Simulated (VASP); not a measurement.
# H (P2_1) in VASP: single point with PBE

Aim: the single point of H with PBE.

Program: VASP 6.6.1. These are calculated values, not measurements. Logs are shortened: lines on timing, memory, paths and dates and some standing lists are left out, and cuts for length are marked.

## 1. The cell of the first run

It takes space group P2_1 (No. 4, monoclinic). The conventional cell has a = 3.582 Å, b = 4.818 Å, c = 3.778 Å, α = 90.00°, β = 117.92°, γ = 90.00°. Within 1.0 Å of H (site symmetry 1) lie 1 H at 0.73 Å. H (site symmetry 1) has 1 H at 0.73 Å within 1.0 Å.

## 2. Single point, PBE (strained and its atoms moved)

Contents of INCAR:

```
SYSTEM = H
PREC = Accurate ; ENCUT = 520
EDIFF = 1E-6 ; ISMEAR = 0
SIGMA = 0.02 ; LREAL = .False.
LASPH = .True. ; NELM = 100
ALGO = Normal ; ISIF = 2
LWAVE = .False. ; LCHARG = .False.
GGA = PE ; NBANDS = 10
```

Contents of KPOINTS:

```
Automatic mesh
0
Gamma
  9 9 6
  0 0 0
```

Contents of POSCAR:

```
H
1.0
    3.5822272634     -0.0124036213      0.0000000000
   -1.8018554828      3.3442902433      0.0000000000
    0.0000000000      0.0000000000      4.8176945155
H
4
Direct
    0.3296039895      0.6654970952      0.1743583261
    0.6703960105      0.3345029048      0.6743583261
    0.6633962457      0.3223523462      0.8256416739
    0.3366037543      0.6776476538      0.3256416739
```

Potentials or basis: VASP PAW PBE potentials, release 64 (H).

Run with:

```bash
$ cat potpaw_PBE.64/H/POTCAR > POTCAR
$ mpirun -np 1 vasp_std > vasp.out
```

OUTCAR:

```text
SYSTEM = H
   PREC = Accurate
   ENCUT = 520
   EDIFF = 1E-6
   ISMEAR = 0
   LREAL = .False.
   LASPH = .True.
   NELM = 100
   ISIF = 2
   GGA = PE

 ion  position               nearest neighbor table
   1  0.330  0.665  0.174-   4 0.73
   2  0.670  0.335  0.674-   3 0.73
   3  0.663  0.322  0.826-   2 0.73
   4  0.337  0.678  0.326-   1 0.73

  LATTYP: Found a simple monoclinic cell.
 ALAT       =     3.5822487374
 B/A-ratio  =     1.3448799535
 C/A-ratio  =     1.0545675131
 COS(beta)  =    -0.4682249876

  Lattice vectors:

 A1 = (   3.5822272634,  -0.0124036213,   0.0000000000)
 A2 = (   0.0000000000,   0.0000000000,   4.8176945155)
 A3 = (  -1.7803717806,  -3.3318866220,   0.0000000000)

Analysis of symmetry for initial positions (statically):
=====================================================================
 Subroutine PRICEL returns:
 Original cell was already a primitive cell.

 Routine SETGRP: Setting up the symmetry group for a
 simple monoclinic supercell.

 Subroutine GETGRP returns: Found  2 space group operations
 (whereof  1 operations were pure point group operations)
 out of a pool of  4 trial point group operations.

The static configuration has the point symmetry C_1 .
 The point group associated with its full space group is C_2 .

Analysis of symmetry for dynamics (positions and initial velocities):
=====================================================================
 Subroutine PRICEL returns:
 Original cell was already a primitive cell.

 Routine SETGRP: Setting up the symmetry group for a
 simple monoclinic supercell.

 Subroutine GETGRP returns: Found  2 space group operations
 (whereof  1 operations were pure point group operations)
 out of a pool of  4 trial point group operations.

The dynamic configuration has the point symmetry C_1 .
 The point group associated with its full space group is C_2 .

 Subroutine INISYM returns: Found  2 space group operations
 (whereof  1 operations are pure point group operations),
 and found     1 'primitive' translations

----------------------------------------------------------------------------------------

                                     Primitive cell

  volume of cell :      57.6083

  direct lattice vectors                    reciprocal lattice vectors
     3.582227263 -0.012403621  0.000000000     0.279677693  0.150686318  0.000000000
[... 98 lines left out ...]
   POTIM  = 0.5000    time-step for ionic-motion
   TEBEG  =    0.0;   TEEND  =   0.0 temperature during run
   PSTRESS=    0.0 pullay stress
   NELECT =       4.0000    total number of electrons
   NUPDOWN=      -1.0000    fix difference up-down
   EMIN   =  10.00;   EMAX   =-10.00  energy-range for DOS
   EFERMI =   0.00;   METHOD = LEGACY
   ISMEAR =     0;   SIGMA  =   0.02  broadening in eV -4-tet -1-fermi 0-gaus
   EFERMI_NEDOS =   21; number of points for ismear=-14 and -15
   IALGO  =     38    algorithm
   IMIX   =      4    mixing-type and parameters
     AMIX     =   0.40;   BMIX     =  1.00
     AMIX_MAG =   1.60;   BMIX_MAG =  1.00
  volume/ion in A,a.u.               =      14.40        97.19
  Fermi-wavevector in a.u.,A,eV,Ry     =   0.672873  1.271545  6.160146  0.452758
  Thomas-Fermi vector in A             =   1.749123
   LORBIT       =      0    0 simple, 1 ext, 2 COOP (PROOUT), +10 PAW based schemes
   GGA     = PE    functional components
   LHFCALC =     F    Hartree Fock is set to
   AEXX    =    0.0000 exact exchange contribution
   IVDW    =     0    specifies the selected vdW correction
   LEPSILON=     F    determine dielectric tensor
   LRPA    =     F    only Hartree local field effects (RPA)
 non-spin polarized calculation
 Gauss-broadening in eV      SIGMA  =   0.02
  energy-cutoff  :      520.00
  volume of cell :       57.61
 maximum number of plane-waves:      1571
   NGX = 13   NGY = 15   NGZ = 17

 number of electron       4.0000002 magnetization

 Free energy of the ion-electron system (eV)
  ---------------------------------------------------
  ext. energy  EPLUGINS =         0.00000000
  ---------------------------------------------------
  free energy    TOTEN  =       -13.55914854 eV

  energy without entropy =      -13.55914854  energy(sigma->0) =      -13.55914854

 E-fermi :  -8.6491     XC(G=0):  -4.8039

 val. band max:       -8.7592607517   @ k =   0.0000   0.0000   0.0000
 cond. band min:       0.7319945079   @ k =   0.0000   0.0000   0.0000
 fundamental gap:      9.4912552596
 Fermi energy:        -8.6490752786

 k-point     1 :       0.0000    0.0000    0.0000
  band No.  band energies     occupation
      1     -10.4656      2.00000
      2      -8.7593      2.00000
      3       0.7320      0.00000
      4       3.6873      0.00000
      5       6.7248      0.00000
      6       8.3294      0.00000
      7       8.8091      0.00000
      8       9.4484      0.00000
      9      10.1406      0.00000
     10      10.9175      0.00000
[... 287 lines left out ...]
 k-point    24 :      -0.0000    0.3333    0.0000
  band No.  band energies     occupation
      1      -9.9344      2.00000
      2      -8.9103      2.00000
      3       1.9165      0.00000
      4       2.0971      0.00000
      5       4.2014      0.00000
      6       5.9718      0.00000
      7       7.3512      0.00000
      8       8.5255      0.00000
      9      10.4966      0.00000
     10      12.1172      0.00000

 [... further k-points ...]

------------------------ aborting loop because EDIFF is reached ----------------------------------------

  FORCE on cell =-STRESS in cart. coord.  units (eV):
  Direction    XX          YY          ZZ          XY          YZ          ZX
  --------------------------------------------------------------------------------------
  -------------------------------------------------------------------------------------
  Total       -0.0112651     -0.0174974      1.0671761      0.0022240      0.0000000      0.0000000
  in kB       -0.3133001     -0.4866296     29.6798217      0.0618528      0.0000000      0.0000000
  external PRESSURE =       9.6266307 kB  Pullay stress =       0.0000000 kB

 VOLUME and BASIS-vectors are now :
 -----------------------------------------------------------------------------
  energy-cutoff  :      520.00
  volume of cell :       57.61
      direct lattice vectors                 reciprocal lattice vectors
     3.582227263 -0.012403621  0.000000000     0.279677693  0.150686318  0.000000000
    -1.801855483  3.344290243  0.000000000     0.001037295  0.299575989  0.000000000
     0.000000000  0.000000000  4.817694516     0.000000000  0.000000000  0.207568163

 POSITION                                       TOTAL-FORCE (eV/Angst)
 -----------------------------------------------------------------------------------
     -0.01841      2.22153      0.84001        -0.002606     -0.039967     -0.739857
      1.79878      1.11036      3.24885         0.002606      0.039967     -0.739857
      1.79560      1.06981      3.97769        -0.004160     -0.043730      0.739857
     -0.01523      2.26208      1.56884         0.004160      0.043730      0.739857
 -----------------------------------------------------------------------------------
    total drift:                                0.000000      0.000000      0.000003

  FREE ENERGIE OF THE ION-ELECTRON SYSTEM (eV)
  ---------------------------------------------------
  free  energy   TOTEN  =       -13.5591485416 eV

  energy  without entropy=      -13.5591485416  energy(sigma->0) =      -13.55914854
```

stdout:

```text
POSCAR found type information on POSCAR H
 POSCAR found :  1 types and       4 ions
 scaLAPACK will be used
 LDA part: xc-table for (Slater+PW92), standard interpolation
 POSCAR, INCAR and KPOINTS ok, starting setup
 FFT: planning ... GRIDC
 FFT: planning ... GRID_SOFT
 FFT: planning ... GRID
 WAVECAR not read
 entering main loop
```

Run time: 31 s. Hardware: 1 thread of Intel Xeon Platinum 8488C (Sapphire Rapids), shared host; peak memory 0.21 GiB.

What came out:

```yaml
Free_energy: -13.5591 eV
Pressure: 1.0 GPa
Largest_force: 0.741 eV/Å
Band_gap_on_the_k_mesh: 9.49 eV
```

Forces in eV/Å, atoms in the order of the input:
```
H   -0.003 -0.040 -0.740
H    0.003  0.040 -0.740
H   -0.004 -0.044  0.740
H    0.004  0.044  0.740
```

Levels at points of the mesh, in eV from the valence-band top:
```tsv
k point	band 1	band 2	band 3	band 4	band 5	band 6	band 7
(0.00, 0.00, 0.00)	-1.71	0.00	9.49	12.45	15.48	17.09	17.57
(0.00, 0.00, 0.50)	-0.94	-0.94	10.67	10.67	17.86	17.86	18.67
```

Caveat: the cell differs from its parent crystal (strained and its atoms moved); this functional lacks dispersion, which holds the molecules together, so the pressure and a relaxed volume are unreliable; an odd mesh through Γ misses points on the zone boundary, where band edges can lie.
